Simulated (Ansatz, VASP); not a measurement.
# Two plane-wave programs on PtSe2

```xyz
6
Lattice="3.7070 0.0000 0.0000 -1.8535 3.2104 0.0000 0.0000 0.0000 22.7982" Properties=species:S:1:pos:R:3 pbc="T T T"
Se    1.8535    1.0701    4.5000
Se    0.0000    2.1403    7.1491
Se    0.0000    2.1403   10.6591
Se    1.8535    1.0701   13.3082
Pt    0.0000    0.0000    5.8245
Pt    1.8535    3.2104   11.9836
```

Alike in both runs: task single point; functional PBE; dispersion D3(BJ); k mesh 9 × 9 × 1; occupations gaussian, width 0.05 eV; no spin polarisation.

|  | VASP | Ansatz |
| --- | --- | --- |
| version | VASP 6.6.1 | Ansatz 0.2.0 |
| potentials or method | VASP PAW PBE potentials, release 64 (Se, Pt), cutoff 520 eV | scalar-relativistic, plane waves, PAW |
| valence electrons in the cell | 44 | 100 |

VASP gave:

| Property | Result |
| --- | --- |
| gap on the k mesh at the Fermi level (eV) | 0.82 |
| least direct gap on the mesh (eV) | 1.01 |
| rms of the force components (eV/Å) | 0.024 |

**Question.** Estimate Ansatz's values.

**Answer.** gap on the k mesh at the Fermi level (eV): 0.83; least direct gap on the mesh (eV): 1.02; rms of the force components (eV/Å): 0.024.

VASP's potentials hold 44 valence electrons a cell and Ansatz's 100, so a difference there can come from the potentials and not from the codes.

Spin-orbit coupling is off throughout.
